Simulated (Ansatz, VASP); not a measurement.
## MgO: VASP beside Ansatz

```xyz
2
Lattice="-0.0526 2.1022 2.1022 2.1022 -0.0526 2.1022 2.0496 2.0496 0.0000" Properties=species:S:1:pos:R:3 pbc="T T T"
Mg    0.0000    0.0000    0.0000
O     2.0496    2.0496    2.1022
```

Change from the starting cell: shear_xy strain -5.0%.

Alike in both runs: task single point; functional r2SCAN; k mesh 10 × 10 × 10; no spin polarisation.

|  | VASP | Ansatz |
| --- | --- | --- |
| version | VASP 6.6.1 | Ansatz 0.2.0 |
| potentials or method | VASP PAW PBE potentials, release 64 (Mg, O) | plane waves, PAW |
| plane-wave cutoff (eV) | 520 | 500 |
| occupations | gaussian, width 0.01 eV | fixed |
| valence electrons in the cell | 8 | 16 |

Ansatz gave:

```
gap on the k mesh at the Fermi level (eV)                     : 5.46
pressure (GPa)                                                : 0.1
traceless stress, the component that is largest in VASP (GPa) : 7.86
```

Task: What did VASP give for the same quantities?

Result: gap on the k mesh at the Fermi level (eV): 5.43; pressure (GPa): -1.0; traceless stress, the component that is largest in VASP (GPa): 7.91.

VASP's potentials were made for PBE, not for r2SCAN. VASP's potentials hold 8 valence electrons a cell and Ansatz's 16, so a difference there can come from the potentials and not from the codes.
